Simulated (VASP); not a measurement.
# Zr (Cmcm) in VASP: notebook

Zr is run at these levels: PBE; tasks: single point.

Program: VASP 6.6.1. These are calculated values, not measurements. Logs are shortened: lines on timing, memory, paths and dates and some standing lists are left out, and cuts for length are marked.

## Step 1: The cell of the first run

It takes space group Cmcm (No. 63, orthorhombic). The conventional cell has a = 3.232 Å, b = 5.598 Å, c = 5.147 Å, α = 90.00°, β = 90.00°, γ = 90.00°. Zr (site symmetry m2m) has 12 Zr at 3.01 to 3.28 Å within 4.0 Å.

## Step 2: Single point, PBE (atom 1 (Zr) moved by (+0.000, +0.300) A along x and y)

Input file INCAR:

```
ALGO     = Fast           # electronic algorithm
EDIFF    = 1E-6           # SCF threshold, eV
ENCUT    = 520            # plane-wave cutoff, eV
GGA      = PE             # functional
ISIF     = 2              # what is computed and relaxed
ISMEAR   = 0              # smearing method
LASPH    = T              # aspherical terms in the spheres
LCHARG   = F              # write CHGCAR
LREAL    = F              # projectors in reciprocal space
LWAVE    = F              # write WAVECAR
NBANDS   = 19             # bands
NELM     = 60             # most SCF steps
PREC     = Accurate       # precision mode
SIGMA    = 0.15           # smearing width, eV
```

Input file KPOINTS:

```
k-points
0
Gamma
  18 18 10
```

Input file POSCAR:

```
Zr
1.0
    3.2319982225      0.0000000000      0.0000000000
   -1.6159991112      2.7989925657      0.0000000000
    0.0000000000      0.0000000000      5.1470000000
Zr
2
Direct
    0.3869240437      0.7738480875      0.2500000000
    0.6666666667      0.3333333333      0.7500000000
```

Potentials or basis: VASP PAW PBE potentials, release 64 (Zr_sv).

Run with:

```bash
$ cat potpaw_PBE.64/Zr_sv/POTCAR > POTCAR
$ mpirun -np 1 vasp_std > vasp.out
```

OUTCAR:

```text
EDIFF = 1E-6
   ENCUT = 520
   GGA = PE
   ISIF = 2
   ISMEAR = 0
   LASPH = T
   LREAL = F
   NELM = 60
   PREC = Accurate

 ion  position               nearest neighbor table
   1  0.387  0.774  0.250-   2 3.01   2 3.01   2 3.28   2 3.28   2 3.28   2 3.28
   2  0.667  0.333  0.750-   1 3.01   1 3.01   1 3.28   1 3.28   1 3.28   1 3.28

  LATTYP: Found a hexagonal cell.
 ALAT       =     3.2319982225
 C/A-ratio  =     1.5925132521

  Lattice vectors:

 A1 = (   3.2319982225,   0.0000000000,   0.0000000000)
 A2 = (  -1.6159991112,   2.7989925657,   0.0000000000)
 A3 = (   0.0000000000,   0.0000000000,   5.1470000000)

Analysis of symmetry for initial positions (statically):
=====================================================================
 Subroutine PRICEL returns:
 Original cell was already a primitive cell.

 Routine SETGRP: Setting up the symmetry group for a
 hexagonal supercell.

 Subroutine GETGRP returns: Found  8 space group operations
 (whereof  2 operations were pure point group operations)
 out of a pool of 24 trial point group operations.

The static configuration has the point symmetry C_1h.
 The point group associated with its full space group is D_2h.

Analysis of symmetry for dynamics (positions and initial velocities):
=====================================================================
 Subroutine PRICEL returns:
 Original cell was already a primitive cell.

 Routine SETGRP: Setting up the symmetry group for a
 hexagonal supercell.

 Subroutine GETGRP returns: Found  8 space group operations
 (whereof  2 operations were pure point group operations)
 out of a pool of 24 trial point group operations.

The dynamic configuration has the point symmetry C_1h.
 The point group associated with its full space group is D_2h.

 Subroutine INISYM returns: Found  8 space group operations
 (whereof  2 operations are pure point group operations),
 and found     1 'primitive' translations

----------------------------------------------------------------------------------------

                                     Primitive cell

  volume of cell :      46.5615

  direct lattice vectors                    reciprocal lattice vectors
     3.231998223  0.000000000  0.000000000     0.309406111  0.178635701  0.000000000
[... 80 lines left out ...]
   ISPIN  =      1    spin polarized calculation?
   LNONCOLLINEAR =      F non collinear calculations
   LSORBIT =      F    spin-orbit coupling
   LASPH  =      T    aspherical Exc in radial PAW
   ENCUT  =  520.0 eV  38.22 Ry    6.18 a.u.   6.01  6.01  9.57*2*pi/ulx,y,z
   NELM   =     60;   NELMIN=  2; NELMDL= -5     # of ELM steps
   EDIFF  = 0.1E-05   stopping-criterion for ELM
   LREAL  =      F    real-space projection
   EDIFFG = 0.1E-04   stopping-criterion for IOM
   NSW    =      0    number of steps for IOM
   IBRION =     -1    ionic relax: 0-MD 1-quasi-New 2-CG
   NFREE  =      0    steps in history (QN), initial steepest desc. (CG)
   ISIF   =      2    stress and relaxation
   ISYM   =      2    0-nonsym 1-usesym 2-fastsym
   POTIM  = 0.5000    time-step for ionic-motion
   TEBEG  =    0.0;   TEEND  =   0.0 temperature during run
   PSTRESS=    0.0 pullay stress
   NELECT =      24.0000    total number of electrons
   NUPDOWN=      -1.0000    fix difference up-down
   EMIN   =  10.00;   EMAX   =-10.00  energy-range for DOS
   EFERMI =   0.00;   METHOD = LEGACY
   ISMEAR =     0;   SIGMA  =   0.15  broadening in eV -4-tet -1-fermi 0-gaus
   EFERMI_NEDOS =   21; number of points for ismear=-14 and -15
   IALGO  =     68    algorithm
   IMIX   =      4    mixing-type and parameters
     AMIX     =   0.40;   BMIX     =  1.00
     AMIX_MAG =   1.60;   BMIX_MAG =  1.00
  volume/ion in A,a.u.               =      23.28       157.11
  Fermi-wavevector in a.u.,A,eV,Ry     =   1.312612  2.480476 23.442147  1.722949
  Thomas-Fermi vector in A             =   2.442992
   LORBIT       =      0    0 simple, 1 ext, 2 COOP (PROOUT), +10 PAW based schemes
   GGA     = PE    functional components
   LHFCALC =     F    Hartree Fock is set to
   AEXX    =    0.0000 exact exchange contribution
   IVDW    =     0    specifies the selected vdW correction
   LEPSILON=     F    determine dielectric tensor
   LRPA    =     F    only Hartree local field effects (RPA)
 non-spin polarized calculation
 RMM-DIIS sequential band-by-band and
 Gauss-broadening in eV      SIGMA  =   0.15
  energy-cutoff  :      520.00
  volume of cell :       46.56
 maximum number of plane-waves:      1284
   NGX = 13   NGY = 13   NGZ = 19

 number of electron      24.0000000 magnetization

 Free energy of the ion-electron system (eV)
  ---------------------------------------------------
  ext. energy  EPLUGINS =         0.00000000
  ---------------------------------------------------
  free energy    TOTEN  =       -17.00974636 eV

  energy without entropy =      -16.98372946  energy(sigma->0) =      -16.99673791

 E-fermi :   8.9013     XC(G=0): -11.0794

 val. band max:        8.9003768297   @ k =   0.0556  -0.0000   0.5000
 cond. band min:       8.9017098792   @ k =   0.1667  -0.0000   0.0000
 fundamental gap:      0.0013330494
 Fermi energy:         8.9012547866

 k-point     1 :       0.0000    0.0000    0.0000
  band No.  band energies     occupation
      1     -39.8543      2.00000
      2     -39.6877      2.00000
      3     -18.4057      2.00000
      4     -17.5449      2.00000
      5     -17.4550      2.00000
      6     -17.4096      2.00000
[... 505 lines left out ...]
      6     -17.5301      2.00000
[... 11 lines left out ...]
     18      11.3684      0.00000
     19      13.9753      0.00000

 [... further k-points ...]

------------------------ aborting loop because EDIFF is reached ----------------------------------------

  FORCE on cell =-STRESS in cart. coord.  units (eV):
  Direction    XX          YY          ZZ          XY          YZ          ZX
  --------------------------------------------------------------------------------------
  -------------------------------------------------------------------------------------
  Total       -0.7458954      0.4967528      0.2739332      0.0000000      0.0000000      0.0000000
  in kB      -25.6661934     17.0932209      9.4260178      0.0000000      0.0000000      0.0000000
  external PRESSURE =       0.2843484 kB  Pullay stress =       0.0000000 kB

 VOLUME and BASIS-vectors are now :
 -----------------------------------------------------------------------------
  energy-cutoff  :      520.00
  volume of cell :       46.56
      direct lattice vectors                 reciprocal lattice vectors
     3.231998223  0.000000000  0.000000000     0.309406111  0.178635701  0.000000000
    -1.615999111  2.798992566  0.000000000     0.000000000  0.357271403  0.000000000
     0.000000000  0.000000000  5.147000000     0.000000000  0.000000000  0.194287935

 POSITION                                       TOTAL-FORCE (eV/Angst)
 -----------------------------------------------------------------------------------
     -0.00000      2.16600      1.28675        -0.000000     -0.266991      0.000000
      1.61600      0.93300      3.86025         0.000000      0.266991     -0.000000
 -----------------------------------------------------------------------------------
    total drift:                               -0.000000     -0.000000      0.000000

  FREE ENERGIE OF THE ION-ELECTRON SYSTEM (eV)
  ---------------------------------------------------
  free  energy   TOTEN  =       -17.0097463615 eV

  energy  without entropy=      -16.9837294630  energy(sigma->0) =      -16.99673791
```

Wall time 3.2 min (1 thread of Intel Xeon 6975P-C (Granite Rapids), shared host); peak memory 0.47 GiB.

What came out:

* Free energy: -17.0097 eV
* Pressure: 0.0 GPa
* Largest force: 0.267 eV/Å
* Band gap on the k mesh: zero (bands 12 and 13 overlap by 1.34 eV)

Forces in eV/Å, atoms in the order of the input:
```
Zr   0.000 -0.267  0.000
Zr   0.000  0.267  0.000
```

Caveat: the cell differs from its parent crystal (atom 1 (Zr) moved by (+0.000, +0.300) A along x and y).

## Step 3: Single point, PBE (atom 1 (Zr) moved by (+0.000, -0.600) A along x and y)

Input file INCAR:

```
SYSTEM = Zr
PREC = Accurate ; ENCUT = 520
EDIFF = 1E-6 ; ISMEAR = 0
SIGMA = 0.15 ; LREAL = .FALSE.
LASPH = .TRUE. ; NELM = 100
ALGO = Fast ; ISIF = 2
LWAVE = .FALSE. ; LCHARG = .FALSE.
GGA = PE ; NBANDS = 19
```

Input file KPOINTS:

```
Automatic mesh
0
G
  18 18 10
  0 0 0
```

POSCAR: that of step 2 with these lines changed.

```diff
@@ -8,3 +8,3 @@
 Direct
-    0.3869240437      0.7738480875      0.2500000000
+    0.2261519125      0.4523038251      0.2500000000
     0.6666666667      0.3333333333      0.7500000000
```

Potentials or basis: VASP PAW PBE potentials, release 64 (Zr_sv).

Run with:

```bash
$ cat potpaw_PBE.64/Zr_sv/POTCAR > POTCAR
$ mpirun -np 1 vasp_std > vasp.out
```

Run time: 14 min. Hardware: 1 thread of Intel Xeon 8259CL, shared host; peak memory 0.47 GiB.

It converged, with:

| Quantity | Value |
| --- | --- |
| Free energy | -16.9417 eV |
| Pressure | -0.6 GPa |
| Largest force | 0.223 eV/Å |
| Band gap on the k mesh | zero (bands 12 and 13 overlap by 1.28 eV) |

Forces in eV/Å, atoms in the order of the input:
```
Zr   0.000  0.223  0.000
Zr   0.000 -0.223  0.000
```

Stress tensor (GPa, compression positive):
```
-0.44  0.00  0.00
 0.00 -2.96  0.00
 0.00  0.00  1.53
```

Levels at points of the mesh, in eV from the Fermi level:
| k point | band 10 | band 11 | band 12 | band 13 | band 14 | band 15 |
| --- | --- | --- | --- | --- | --- | --- |
| (0.00, 0.00, 0.00) | -2.82 | 0.19 | 0.81 | 1.41 | 1.41 | 1.65 |
| (0.50, 0.00, 0.00) | -1.97 | -1.22 | -0.06 | -0.05 | 0.77 | 1.61 |
| (0.00, 0.50, 0.00) | -2.63 | -2.46 | 0.39 | 0.39 | 2.27 | 3.28 |
| (0.00, 0.00, 0.50) | -3.74 | 0.25 | 0.25 | 1.17 | 1.17 | 1.33 |
| (0.50, 0.00, 0.50) | -2.81 | -1.14 | -1.14 | 1.93 | 1.93 | 3.16 |
| (0.00, 0.50, 0.50) | -2.11 | -1.23 | -1.23 | 1.61 | 1.61 | 2.34 |

Caveat: the cell differs from its parent crystal (atom 1 (Zr) moved by (+0.000, -0.600) A along x and y).

(Continued in part 2 of 2.)
